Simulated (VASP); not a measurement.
# As: single point with PBE

The system is As.

```xyz
2
Lattice="0.0000 3.0531 3.0531 3.0531 0.0000 3.0531 3.0531 3.0531 0.0000" Properties=species:S:1:pos:R:3 pbc="T T T"
As   -0.7633   -0.7633   -0.7633
As    0.7633    0.7633    0.7633
```

This isn't the form of As at room conditions, which is rhombohedral.

```
Program                : VASP 6.6.1
Task                   : single point
Functional             : PBE
Potentials or basis    : VASP PAW PBE potentials, release 64 (As)
Cutoff                 : 520 eV
k mesh                 : 12 × 12 × 12
Occupations            : fermi-dirac, width 0.05 eV
Spin                   : non-collinear spin, zero start, spin-orbit coupling
Starting moments       : [[0.0, 0.0, 0.0], [0.0, 0.0, 0.0]] μB
Dipole correction      : no
Further INCAR settings : ALGO = Normal; EDIFF = 1e-06; NBANDS = 22
```

```
Pressure                                              : 0.2 GPa
Net moment                                            : 0.00 μB per cell
Valence electrons inside the program's atomic spheres : As 2.66
```

Moments on the atoms (μB; x, y, z):
```
As  0.00 0.00 0.00
As  0.00 0.00 0.00
```

Wall time 110 s on 1 thread of Intel(R) Xeon(R) Platinum 8259CL CPU @ 2.50GHz (Skylake/Cascade Lake), with other jobs on the host, peak memory 0.38 GiB.
